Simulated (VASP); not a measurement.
Pd:

```xyz
3
Lattice="4.3647 0.0000 0.0000 -2.1823 3.7799 0.0000 0.0000 0.0000 2.6755" Properties=species:S:1:pos:R:3 pbc="T T T"
Pd    0.0000    0.0000    0.0000
Pd    0.0000    2.5199    1.3378
Pd    2.1823    1.2600    1.3378
```

* Program: VASP 6.6.1
* Task: relaxation of cell and atoms
* Functional: r2SCAN
* Potentials or basis: VASP PAW PBE potentials, release 64 (Pd)
* Cutoff: 600 eV
* k mesh: 8 × 8 × 12
* Occupations: fermi-dirac, width 0.1 eV
* Spin: no spin polarisation

At the start: pressure 8.2 GPa; volume 14.71 Å³/atom.

Q: Where does the relaxation end?

A: Over 6 steps the energy falls by 23.6 meV/atom and the volume is 15.31 Å³/atom (+4.1 %); space group P6/mmm (No. 191, to 0.05 Å).

Step by step:
| step | energy change (eV) | largest force (eV/Å) | pressure (GPa) | volume (Å³) |
| --- | --- | --- | --- | --- |
| 1 | 0.0000 | 0.0000 | 8.25 | 44.14 |
| 2 | 0.0341 | 0.0000 | -9.67 | 49.13 |
| 3 | -0.0649 | 0.0000 | -1.04 | 46.25 |
| 4 | -0.0649 | 0.0000 | -0.87 | 46.21 |
| 5 | -0.0707 | 0.0000 | 0.30 | 45.90 |
| 6 | -0.0709 | 0.0000 | 0.05 | 45.94 |

Final structure:
```yaml
crystal:
  lattice:
    - [4.47010, 0.00000, 0.00000]
    - [-2.23505, 3.87122, 0.00000]
    - [0.00000, 0.00000, 2.65499]
  atoms:
    - { symbol: Pd, position: [0.00000, 0.00000, 0.00000] }
    - { symbol: Pd, position: [0.33333, 0.66667, 0.50000] }
    - { symbol: Pd, position: [0.66667, 0.33333, 0.50000] }
```

Caveat: the PAW data sets were made with another functional, which shifts forces and pressure a little.
